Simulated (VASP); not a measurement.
Input of a VASP 6.6.1 run:

The input INCAR:

```
  PREC = Accurate
  ENCUT = 520
  EDIFF = 1E-6
  ISMEAR = -1
  SIGMA = 0.05
  LREAL = F
  LASPH = T
  NELM = 100
  ALGO = Normal
  ISIF = 2
  LWAVE = F
  LCHARG = F
  GGA = PE
  NBANDS = 15
```

KPOINTS

```
Automatic mesh
0
Gamma
  14 14 14
```

POSCAR

```
KF
1.0
    2.7175836255      0.0000000000      0.0000000000
    0.0000000000      2.7175836255      0.0000000000
    0.0000000000      0.0000000000      2.7175836255
K F
1 1
Direct
    0.0000000000      0.0000000000      0.0000000000
    0.5000000000      0.5000000000      0.5000000000
```

Potentials or basis: VASP PAW PBE potentials, release 64 (K_sv, F).

Run with:

```console
$ cat potpaw_PBE.64/K_sv/POTCAR potpaw_PBE.64/F/POTCAR > POTCAR
$ mpirun -np 1 vasp_std > vasp.out
```

Question: Estimate the pressure.

Answer: 70.1 GPa.

Question: Predict the band gap on the k mesh.

Answer: 8.14 eV, direct.

 A k mesh can miss the band edges.
